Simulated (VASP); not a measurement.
The system is Li2ClF.

```
F Li Cl
1.0
     2.78718    0.00000    0.00000
     0.00000    2.78718    0.00000
     0.00000    0.00000    3.94167
F Li Cl
1 2 1
Direct
  0.00000 0.00000 0.00000
  0.00000 0.00000 0.50000
  0.50000 0.50000 0.00000
  0.50000 0.50000 0.50000
```

```yaml
Program: VASP 6.6.1
Task: relaxation of cell and atoms
Functional: PBE
Potentials_or_basis: VASP PAW PBE potentials, release 64 (F, Li_sv, Cl)
Cutoff: 600 eV
k_mesh: 8 × 8 × 6
Occupations: fermi-dirac, width 0.02 eV
Spin: no spin polarisation
```

At the start: pressure 72.1 GPa; volume 7.66 Å³/atom.

Task: How do energy, volume and symmetry change on relaxing?

Result: Over 10 steps the energy falls by 753.6 meV/atom and the volume is 12.53 Å³/atom (+63.7 %); space group P4/mmm (No. 123, to 0.05 Å).

The path:
| step | energy change (eV) | largest force (eV/Å) | pressure (GPa) | volume (Å³) |
| --- | --- | --- | --- | --- |
| 1 | 0.0000 | 0.0000 | 72.13 | 30.62 |
| 2 | -3.0032 | 0.0000 | 2.29 | 48.57 |
| 3 | -3.0041 | 0.0000 | -2.02 | 51.78 |
| 4 | -3.0144 | 0.0000 | -0.03 | 50.21 |
| 5 | -3.0136 | 0.0000 | 0.57 | 49.76 |
| 6 | -3.0137 | 0.0000 | 0.56 | 49.76 |
| 7 | -3.0138 | 0.0000 | 0.56 | 49.76 |
| 8 | -3.0139 | 0.0000 | 0.51 | 49.80 |
| 9 | -3.0142 | 0.0000 | 0.35 | 49.91 |
| 10 | -3.0145 | 0.0000 | 0.05 | 50.14 |

Final structure:
```yaml
crystal:
  lattice:
    - [3.30341, 0.00000, 0.00000]
    - [0.00000, 3.30341, 0.00000]
    - [0.00000, 0.00000, 4.59436]
  atoms:
    - { symbol: F, position: [0.00000, 0.00000, 0.00000] }
    - { symbol: Li, position: [0.00000, 0.00000, 0.50000] }
    - { symbol: Li, position: [0.50000, 0.50000, 0.00000] }
    - { symbol: Cl, position: [0.50000, 0.50000, 0.50000] }
```

Caveat: the cutoff is under 1.25 times the usual one of these potentials, so pressure, stress and relaxed cells hold a basis-set (Pulay) error; the volume moved by over 15 % at a fixed basis, so the end points are rough.
